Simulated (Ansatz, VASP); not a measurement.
## Two plane-wave programs on Al

```xyz
26
Lattice="0.0000 6.0592 6.0592 6.0592 0.0000 6.0592 6.0592 6.0592 0.0000" Properties=species:S:1:pos:R:3 pbc="T T T"
Al    1.0099    1.0099    0.0000
Al    4.0395    4.0395    0.0000
Al    2.0564   -0.0367    2.1996
Al    3.9641    2.0147    1.9603
Al    6.0643    4.1148    1.9603
Al    4.1148    0.0051    4.0989
Al    6.0225    2.0564    3.8596
Al    8.0739    3.9641    4.0989
Al   -0.0367    2.0564    2.1996
Al    2.0147    3.9641    1.9603
Al    4.1148    6.0643    1.9603
Al    2.0388    2.0388    4.1024
Al    4.0395    4.0395    4.0453
Al    6.0401    6.0401    4.1024
Al    4.1296    1.9946    6.0592
Al    6.0843    3.9493    6.0592
Al    8.0971    6.0410    6.0592
Al    0.0051    4.1148    4.0989
Al    2.0564    6.0225    3.8596
Al    3.9641    8.0739    4.0989
Al    1.9946    4.1296    6.0592
Al    3.9493    6.0843    6.0592
Al    6.0410    8.0971    6.0592
Al    4.0395    4.0395    8.0731
Al    6.0401    6.0401    8.0160
Al    8.0980    8.0980    8.0160
```

Alike in both runs: functional PBE; k mesh 8 × 8 × 8; occupations methfessel-paxton of order 1, width 0.1 eV; no spin polarisation.

Ansatz relaxed the structure, and its values are those at the end. VASP's run is a single point on that final structure, the one shown.

```csv
,VASP,Ansatz
version,VASP 6.6.1,Ansatz 0.2.0
potentials or method,"VASP PAW PBE potentials, release 64 (Al)","scalar-relativistic, plane waves, PAW"
plane-wave cutoff (eV),400,420
valence electrons in the cell,78,78
```

```tsv
	VASP	Ansatz	Ansatz less VASP
gap on the k mesh at the Fermi level (eV)	none	none	-
rms of the force components (eV/Å)	0.006	0.006	-0.0001
```

A gap of «none» marks a metal or a gap that the smearing closes.
